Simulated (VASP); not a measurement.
TePPb2O6, 10 atoms in the cell. The structure is cubic, space group Fm-3m (No. 225). The conventional cell has a = 7.925 Å, b = 7.925 Å, c = 7.925 Å, α = 90.00°, β = 90.00°, γ = 90.00°. Within 2.3 Å of O (site symmetry 4mm) lie 1 P at 1.74 Å and 1 Te at 2.22 Å. Pb (site symmetry -43m) has 12 O at 2.81 Å and 4 Te at 3.43 Å and 4 P at 3.43 Å within 3.7 Å. Within 2.9 Å of Te (site symmetry m-3m) lie 6 O at 2.22 Å. Within 2.3 Å of P (site symmetry m-3m) lie 6 O at 1.74 Å. 

```yaml
Program: VASP 6.6.1
Task: single point
Functional: r2SCAN
Potentials_or_basis: VASP PAW PBE potentials, release 64 (O, Pb_d, Te, P)
Cutoff: 520 eV
k_mesh: 7 × 7 × 7
Occupations: methfessel-paxton, width 0.1107 eV
Spin: no spin polarisation
Dipole_correction: no
Further_INCAR_settings: ALGO = Normal; EDIFF = 1e-07; NBANDS = 48
```

Potentials or basis: VASP PAW PBE potentials, release 64 (O, Pb_d, Te, P).

The run is started by

```bash
$ cat potpaw_PBE.64/O/POTCAR potpaw_PBE.64/Pb_d/POTCAR potpaw_PBE.64/Te/POTCAR potpaw_PBE.64/P/POTCAR > POTCAR
$ cp INCAR.step1 INCAR
$ mpirun -np 1 vasp_std > vasp.out
$ cp INCAR.step2 INCAR
$ mpirun -np 1 vasp_std > vasp.out
```

Hardware: 1 thread of Oxide Virtual Turin-like Processor (shared host).

**Question.** How long does it take, and how much memory?

**Answer.** It took 18 min on 1 thread of Oxide Virtual Turin-like Processor, on a shared host, peak memory 0.32 GiB. Counts: k points 20.
